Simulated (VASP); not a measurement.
# RbCu (P-6m2) in VASP: further runs

Runs on RbCu. Level: PBE. Tasks: single point, relaxation of cell and atoms.

All numbers are computed with VASP 6.6.1; they aren't measurements. Logs are shortened: lines on timing, memory, paths and dates and some standing lists are left out, and cuts for length are marked.

### 1 The cell of the first run

The structure is hexagonal, space group P-6m2 (No. 187). Conventional cell: a = 3.743 Å, b = 3.743 Å, c = 3.706 Å, α = 90.00°, β = 90.00°, γ = 120.00°. Within 3.8 Å of Rb (site symmetry -6m2) lie 6 Cu at 2.85 Å and 8 Rb at 3.71 to 3.74 Å. Within 3.8 Å of Cu (site symmetry -6m2) lie 6 Rb at 2.85 Å and 8 Cu at 3.71 to 3.74 Å.

The cell was generated, and may not be a known phase.

### 2 Single point, PBE

Contents of INCAR:

```
ALGO     = Normal         # electronic algorithm
EDIFF    = 1E-6           # SCF threshold, eV
ENCUT    = 600            # plane-wave cutoff, eV
GGA      = PE             # functional
GGA_COMPAT= F            
ISIF     = 2              # what is computed and relaxed
ISMEAR   = 0              # smearing method
LASPH    = T              # aspherical terms in the spheres
LCHARG   = F              # write CHGCAR
LREAL    = F              # projectors in reciprocal space
LWAVE    = F              # write WAVECAR
NBANDS   = 17             # bands
NELM     = 120            # most SCF steps
PREC     = Accurate       # precision mode
SIGMA    = 0.1            # smearing width, eV
```

Contents of KPOINTS:

```
k-points
0
Gamma
  6 6 6
```

Contents of POSCAR:

```
RbCu
1.0
    3.7430009600      0.0000000000      0.0000000000
   -1.8715004800      3.2415339200      0.0000000000
    0.0000000000      0.0000000000      3.7058379800
Rb Cu
1 1
Direct
    0.3333333300      0.6666666700      0.5000000000
    0.0000000000      0.0000000000      0.0000000000
```

Potentials or basis: VASP PAW PBE potentials, release 64 (Rb_sv, Cu).

On the command line:

```sh
cat potpaw_PBE.64/Rb_sv/POTCAR potpaw_PBE.64/Cu/POTCAR > POTCAR
mpirun -np 1 vasp_std > vasp.out
```

OUTCAR:

```text
EDIFF = 1E-6
   ENCUT = 600
   GGA = PE
   ISIF = 2
   ISMEAR = 0
   LASPH = T
   LREAL = F
   NELM = 120
   PREC = Accurate

 ion  position               nearest neighbor table
   1  0.333  0.667  0.500-   2 2.85   2 2.85   2 2.85   2 2.85   2 2.85   2 2.85
   2  0.000  0.000  0.000-   1 2.85   1 2.85   1 2.85   1 2.85   1 2.85   1 2.85

  LATTYP: Found a hexagonal cell.
 ALAT       =     3.7430009600
 C/A-ratio  =     0.9900713410

  Lattice vectors:

 A1 = (   3.7430009600,   0.0000000000,   0.0000000000)
 A2 = (  -1.8715004800,   3.2415339200,   0.0000000000)
 A3 = (   0.0000000000,   0.0000000000,   3.7058379800)

Analysis of symmetry for initial positions (statically):
=====================================================================
 Subroutine PRICEL returns:
 Original cell was already a primitive cell.

 Routine SETGRP: Setting up the symmetry group for a
 hexagonal supercell.

 Subroutine GETGRP returns: Found 12 space group operations
 (whereof 12 operations were pure point group operations)
 out of a pool of 24 trial point group operations.

The static configuration has the point symmetry D_3h.

Analysis of symmetry for dynamics (positions and initial velocities):
=====================================================================
 Subroutine PRICEL returns:
 Original cell was already a primitive cell.

 Routine SETGRP: Setting up the symmetry group for a
 hexagonal supercell.

 Subroutine GETGRP returns: Found 12 space group operations
 (whereof 12 operations were pure point group operations)
 out of a pool of 24 trial point group operations.

The dynamic configuration has the point symmetry D_3h.

 Subroutine INISYM returns: Found 12 space group operations
 (whereof 12 operations are pure point group operations),
 and found     1 'primitive' translations

----------------------------------------------------------------------------------------

                                     Primitive cell

  volume of cell :      44.9632

  direct lattice vectors                    reciprocal lattice vectors
     3.743000960  0.000000000  0.000000000     0.267165307  0.154247962  0.000000000
    -1.871500480  3.241533920  0.000000000     0.000000000  0.308495923  0.000000000
     0.000000000  0.000000000  3.705837980     0.000000000  0.000000000  0.269844501

  length of vectors
     3.743000960  3.743000962  3.705837980     0.308495924  0.308495923  0.269844501

  position of ions in fractional coordinates (direct lattice)
     0.333333330  0.666666670  0.500000000
     0.000000000  0.000000000  0.000000000

  ion indices of the primitive-cell ions
   primitive index   ion index
                 1           1
                 2           2

----------------------------------------------------------------------------------------

 KPOINTS: k-points

Automatic generation of k-mesh.
 Grid dimensions read from file:
 generate k-points for:    6    6    6

 Generating k-lattice:

  Cartesian coordinates                     Fractional coordinates (reciprocal lattice)
     0.044527551  0.025707994  0.000000000     0.166666667  0.000000000  0.000000000
     0.000000000  0.051415987  0.000000000     0.000000000  0.166666667  0.000000000
     0.000000000  0.000000000  0.044974083     0.000000000  0.000000000  0.166666667

  Length of vectors
     0.051415987  0.051415987  0.044974083

  Shift w.r.t. Gamma in fractional coordinates (k-lattice)
     0.000000000  0.000000000  0.000000000

 Subroutine IBZKPT returns following result:
 ===========================================

 Found     28 irreducible k-points:

 Following reciprocal coordinates:
            Coordinates               Weight
  0.000000  0.000000  0.000000      1.000000
  0.166667  0.000000  0.000000      6.000000
  0.333333  0.000000  0.000000      6.000000
  0.500000 -0.000000  0.000000      3.000000
  0.166667  0.166667  0.000000      6.000000
  0.333333  0.166667  0.000000     12.000000
[... 16 lines left out ...]
  0.166667  0.000000  0.500000      6.000000
  0.333333  0.000000  0.500000      6.000000
 [... further k-points ...]
   k-points           NKPTS =     28   k-points in BZ     NKDIM =     28   number of bands    NBANDS=     17
   number of dos      NEDOS =    301   number of ions     NIONS =      2
   total plane-waves  NPLWV =  27000
   dimension x,y,z NGX =    30 NGY =   30 NGZ =   30
   dimension x,y,z NGXF=    60 NGYF=   60 NGZF=   60
   ions per type =               1   1
   NGX,Y,Z   is equivalent  to a cutoff of  13.32, 13.32, 13.46 a.u.
   NGXF,Y,Z  is equivalent  to a cutoff of  26.65, 26.65, 26.92 a.u.
 SYSTEM =  unknown system
   PREC   = accura    normal or accurate (medium, high low for compatibility)
   ISTART =      0    job   : 0-new  1-cont  2-samecut
   ICHARG =      2    charge: 1-file 2-atom 10-const
   ISPIN  =      1    spin polarized calculation?
   LNONCOLLINEAR =      F non collinear calculations
   LSORBIT =      F    spin-orbit coupling
   LASPH  =      T    aspherical Exc in radial PAW
   ENCUT  =  600.0 eV  44.10 Ry    6.64 a.u.   7.48  7.48  7.40*2*pi/ulx,y,z
   NELM   =    120;   NELMIN=  2; NELMDL= -5     # of ELM steps
   EDIFF  = 0.1E-05   stopping-criterion for ELM
   LREAL  =      F    real-space projection
   EDIFFG = 0.1E-04   stopping-criterion for IOM
   NSW    =      0    number of steps for IOM
   IBRION =     -1    ionic relax: 0-MD 1-quasi-New 2-CG
   NFREE  =      0    steps in history (QN), initial steepest desc. (CG)
   ISIF   =      2    stress and relaxation
   ISYM   =      2    0-nonsym 1-usesym 2-fastsym
   POTIM  = 0.5000    time-step for ionic-motion
   TEBEG  =    0.0;   TEEND  =   0.0 temperature during run
   PSTRESS=    0.0 pullay stress
   NELECT =      20.0000    total number of electrons
   NUPDOWN=      -1.0000    fix difference up-down
   EMIN   =  10.00;   EMAX   =-10.00  energy-range for DOS
   EFERMI =   0.00;   METHOD = LEGACY
   ISMEAR =     0;   SIGMA  =   0.10  broadening in eV -4-tet -1-fermi 0-gaus
   EFERMI_NEDOS =   21; number of points for ismear=-14 and -15
   IALGO  =     38    algorithm
   IMIX   =      4    mixing-type and parameters
     AMIX     =   0.40;   BMIX     =  1.00
     AMIX_MAG =   1.60;   BMIX_MAG =  1.00
  volume/ion in A,a.u.               =      22.48       151.71
  Fermi-wavevector in a.u.,A,eV,Ry     =   1.249681  2.361555 21.248256  1.561703
  Thomas-Fermi vector in A             =   2.383710
   LORBIT       =      0    0 simple, 1 ext, 2 COOP (PROOUT), +10 PAW based schemes
   GGA     = PE    functional components
   LHFCALC =     F    Hartree Fock is set to
   AEXX    =    0.0000 exact exchange contribution
   IVDW    =     0    specifies the selected vdW correction
   LEPSILON=     F    determine dielectric tensor
   LRPA    =     F    only Hartree local field effects (RPA)
 non-spin polarized calculation
 Gauss-broadening in eV      SIGMA  =   0.10
  energy-cutoff  :      600.00
  volume of cell :       44.96
 maximum number of plane-waves:      1529
 NGX is ok and might be reduce to    30
   NGX = 15   NGY = 15   NGZ = 15

 number of electron      20.0000015 magnetization

 Free energy of the ion-electron system (eV)
  ---------------------------------------------------
  ext. energy  EPLUGINS =         0.00000000
  ---------------------------------------------------
  free energy    TOTEN  =        -2.15304938 eV

  energy without entropy =       -2.15252618  energy(sigma->0) =       -2.15278778

 E-fermi :   3.6821     XC(G=0):  -9.7000

 val. band max:        3.6820727384   @ k =   0.3333   0.3333   0.0000
 cond. band min:       3.9903712624   @ k =   0.3333   0.3333   0.5000
 fundamental gap:      0.3082985240
 Fermi energy:         3.6820972626

 k-point     1 :       0.0000    0.0000    0.0000
  band No.  band energies     occupation
      1     -23.9225      2.00000
      2      -7.7914      2.00000
      3      -7.6705      2.00000
      4      -7.6705      2.00000
      5      -0.5722      2.00000
      6       0.6656      2.00000
[... 9 lines left out ...]
     16      13.0581      0.00000
     17      13.0581      0.00000

 k-point     2 :       0.1667    0.0000    0.0000
  band No.  band energies     occupation
      1     -23.8886      2.00000
      2      -8.0429      2.00000
      3      -7.7566      2.00000
      4      -7.7359      2.00000
      5       0.0574      2.00000
      6       0.7435      2.00000
[... 9 lines left out ...]
     16      13.6042      0.00000
     17      14.5578      0.00000

 k-point     3 :       0.3333    0.0000    0.0000
  band No.  band energies     occupation
      1     -23.8195      2.00000
      2      -8.6790      2.00000
      3      -7.8623      2.00000
      4      -7.6854      2.00000
      5       0.7758      2.00000
      6       1.1012      2.00000
[... 9 lines left out ...]
     16      12.6369      0.00000
     17      13.7779      0.00000

 k-point     4 :       0.5000   -0.0000    0.0000
  band No.  band energies     occupation
      1     -23.7844      2.00000
      2      -8.9597      2.00000
      3      -7.9235      2.00000
      4      -7.6490      2.00000
      5       0.7428      2.00000
      6       1.1463      2.00000
[... 9 lines left out ...]
     16      13.7325      0.00000
     17      14.4519      0.00000

 k-point     5 :       0.1667    0.1667    0.0000
  band No.  band energies     occupation
      1     -23.8370      2.00000
      2      -8.4690      2.00000
      3      -7.9059      2.00000
      4      -7.7034      2.00000
      5       0.8114      2.00000
      6       0.9949      2.00000
[... 9 lines left out ...]
     16      12.9848      0.00000
     17      13.4292      0.00000

 k-point     6 :       0.3333    0.1667    0.0000
  band No.  band energies     occupation
      1     -23.7845      2.00000
      2      -8.8096      2.00000
      3      -8.1168      2.00000
      4      -7.6489      2.00000
      5       0.8658      2.00000
      6       1.0815      2.00000
[... 9 lines left out ...]
     16      12.3275      0.00000
     17      14.1222      0.00000

 k-point     7 :       0.3333    0.3333    0.0000
  band No.  band energies     occupation
      1     -23.7669      2.00000
      2      -8.6576      2.00000
      3      -8.4798      2.00000
      4      -7.6303      2.00000
      5       1.0229      2.00000
      6       1.0274      2.00000
[... 9 lines left out ...]
     16      11.5154      0.00000
     17      12.1920      0.00000

 k-point     8 :       0.0000    0.0000    0.1667
  band No.  band energies     occupation
      1     -23.9017      2.00000
      2      -8.1202      2.00000
      3      -7.6477      2.00000
      4      -7.6477      2.00000
      5       0.0179      2.00000
      6       0.7892      2.00000
[... 9 lines left out ...]
     16      11.9436      0.00000
     17      12.9072      0.00000
[... 203 lines left out ...]
      1     -23.7804      2.00000
      2      -8.4867      2.00000
      3      -8.2923      2.00000
      4      -7.8378      2.00000
      5       0.9163      2.00000
      6       1.1491      2.00000
[... 9 lines left out ...]
     16      13.7075      0.00000
     17      14.2122      0.00000

 k-point    20 :       0.3333    0.1667    0.3333
  band No.  band energies     occupation
      1     -23.7319      2.00000
      2      -8.6346      2.00000
      3      -8.3256      2.00000
      4      -8.0387      2.00000
      5       1.0248      2.00000
      6       1.1534      2.00000
[... 9 lines left out ...]
     16      14.1326      0.00000
     17      14.7715      0.00000

 k-point    21 :       0.3333    0.3333    0.3333
  band No.  band energies     occupation
      1     -23.7157      2.00000
      2      -8.4721      2.00000
      3      -8.3926      2.00000
      4      -8.2826      2.00000
      5       1.1749      2.00000
      6       1.1895      2.00000
[... 9 lines left out ...]
     16      15.7504      0.00000
     17      15.8182      0.00000

 k-point    22 :       0.0000    0.0000    0.5000
  band No.  band energies     occupation
      1     -23.8382      2.00000
      2      -8.9377      2.00000
      3      -7.5781      2.00000
      4      -7.5781      2.00000
      5       1.1007      2.00000
      6       1.1007      2.00000
[... 9 lines left out ...]
     16      13.3864      0.00000
     17      13.3866      0.00000

 k-point    23 :       0.1667    0.0000    0.5000
  band No.  band energies     occupation
      1     -23.8077      2.00000
      2      -8.8400      2.00000
      3      -7.8887      2.00000
      4      -7.6491      2.00000
      5       0.9801      2.00000
      6       1.1160      2.00000
[... 9 lines left out ...]
     16      13.1904      0.00000
     17      14.0882      0.00000

 k-point    24 :       0.3333    0.0000    0.5000
  band No.  band energies     occupation
      1     -23.7456      2.00000
      2      -8.6354      2.00000
      3      -8.4465      2.00000
      4      -7.7859      2.00000
      5       0.9202      2.00000
      6       1.1035      2.00000
[... 9 lines left out ...]
     16      13.6942      0.00000
     17      14.6018      0.00000

 [... further k-points ...]

------------------------ aborting loop because EDIFF is reached ----------------------------------------

  FORCE on cell =-STRESS in cart. coord.  units (eV):
  Direction    XX          YY          ZZ          XY          YZ          ZX
  --------------------------------------------------------------------------------------
  -------------------------------------------------------------------------------------
  Total        4.5955083      4.5955083      6.4608019      0.0000000      0.0000000      0.0000000
  in kB      163.7522210    163.7522213    230.2184219      0.0000000      0.0000000      0.0000000
  external PRESSURE =     185.9076214 kB  Pullay stress =       0.0000000 kB

 VOLUME and BASIS-vectors are now :
 -----------------------------------------------------------------------------
  energy-cutoff  :      600.00
  volume of cell :       44.96
      direct lattice vectors                 reciprocal lattice vectors
     3.743000960  0.000000000  0.000000000     0.267165307  0.154247962  0.000000000
    -1.871500480  3.241533920  0.000000000     0.000000000  0.308495923  0.000000000
     0.000000000  0.000000000  3.705837980     0.000000000  0.000000000  0.269844501

 POSITION                                       TOTAL-FORCE (eV/Angst)
 -----------------------------------------------------------------------------------
     -0.00000      2.16102      1.85292        -0.000000      0.000000      0.000000
      0.00000      0.00000      0.00000         0.000000      0.000000      0.000000
 -----------------------------------------------------------------------------------
    total drift:                                0.000010     -0.000006     -0.000000

  FREE ENERGIE OF THE ION-ELECTRON SYSTEM (eV)
  ---------------------------------------------------
  free  energy   TOTEN  =        -2.1530493804 eV

  energy  without entropy=       -2.1525261776  energy(sigma->0) =       -2.15278778
```

Run time: 32 s. Hardware: 1 thread of Intel Xeon 8259CL, shared host; peak memory 0.18 GiB.

Results:

| Quantity | Value |
| --- | --- |
| Free energy | -2.1530 eV |
| Pressure | 18.6 GPa |
| Band gap on the k mesh | zero (bands 10 and 11 overlap by 0.37 eV) |

Caveat: the stress differs along the axes, from 16 to 23 GPa.

### 3 Single point, PBE

This run uses another cell than the first one, of 43.45 Å³/atom.

Contents of INCAR:

```
SYSTEM = RbCu
PREC     = Accurate       ! precision mode
ENCUT    = 600            ! plane-wave cutoff, eV
EDIFF    = 1E-6           ! SCF threshold, eV
ISMEAR   = 0              ! smearing method
SIGMA    = 0.1            ! smearing width, eV
LREAL    = .FALSE.        ! projectors in reciprocal space
LASPH    = .TRUE.         ! aspherical terms in the spheres
NELM     = 120            ! most SCF steps
ALGO     = Normal         ! electronic algorithm
ISIF     = 2              ! what is computed and relaxed
LWAVE    = .FALSE.        ! write WAVECAR
LCHARG   = .TRUE.         ! write CHGCAR
GGA      = PE             ! functional
LELF     = .TRUE.         ! ELF
LVHAR    = .TRUE.       
NBANDS   = 17             ! bands
GGA_COMPAT= .FALSE.
```

Contents of KPOINTS:

```
Automatic mesh
0
G
  6 6 6
  0 0 0
```

Contents of POSCAR:

```
RbCu
1.0
    4.7394123755      0.0000000000      0.0000000000
   -2.3697061877      4.1044515162      0.0000000000
    0.0000000000      0.0000000000      4.4670292579
Rb Cu
1 1
Direct
    0.3333333333      0.6666666667      0.5000000000
    0.0000000000      0.0000000000      0.0000000000
```

Potentials or basis: VASP PAW PBE potentials, release 64 (Rb_sv, Cu).

On the command line:

```sh
cat potpaw_PBE.64/Rb_sv/POTCAR potpaw_PBE.64/Cu/POTCAR > POTCAR
mpirun -np 1 vasp_std > vasp.out
```

It took 62 s on 1 thread of Intel Xeon 8259CL, shared host; peak memory 0.25 GiB.

The run converged. Its results:

```yaml
Free_energy: -3.5730 eV
Pressure: 0.2 GPa
Band_gap_on_the_k_mesh: 0.77 eV (least direct gap 1.12 eV)
```

Stress tensor (GPa, compression positive):
```
 0.28  0.00  0.00
 0.00  0.28  0.00
 0.00  0.00 -0.02
```

Levels at points of the mesh, in eV from the valence-band top:
```
           k point  band 8  band 9  band 10  band 11  band 12  band 13
(0.00, 0.00, 0.00)   -0.57   -0.57    -0.57     4.31     4.41     4.41
(0.50, 0.00, 0.00)   -0.57   -0.51    -0.33     1.21     4.33     4.83
(0.00, 0.00, 0.50)   -0.60   -0.60    -0.35     0.77     5.38     5.38
(0.50, 0.00, 0.50)   -0.51   -0.50    -0.08     2.40     2.59     4.00
```

(Continued in part 2 of 2.)

The gap in the log of VASP goes by the Fermi energy; the results here count the filled bands.